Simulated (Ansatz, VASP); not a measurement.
## Two plane-wave programs on H

```xyz
2
Lattice="-1.7031 1.7031 2.1396 1.7031 -1.7031 2.1396 1.7031 1.7031 -2.1396" Properties=species:S:1:pos:R:3 pbc="T T T"
H     0.0000    0.0000    3.9037
H     0.0000    0.0000    0.3755
```

Alike in both runs: functional PBE; dispersion D3(BJ); k mesh 8 × 8 × 8; occupations gaussian, width 0.02 eV; no spin polarisation.

Ansatz relaxed the structure, and its values are those at the end. VASP's run is a single point on that final structure, the one shown.

```csv
,VASP,Ansatz
version,VASP 6.6.1,Ansatz 0.2.0
potentials or method,"VASP PAW PBE potentials, release 64 (H), cutoff 520 eV","scalar-relativistic, plane waves, PAW"
valence electrons in the cell,2,2
```

```csv
,VASP,Ansatz,Ansatz less VASP
gap on the k mesh at the Fermi level (eV),8.98,8.98,+0.003
least direct gap on the mesh (eV),9.70,9.70,+0.003
pressure (GPa),-0.2,0.0,+0.21
rms of the force components (eV/Å),0.008,0.001,-0.0065
```
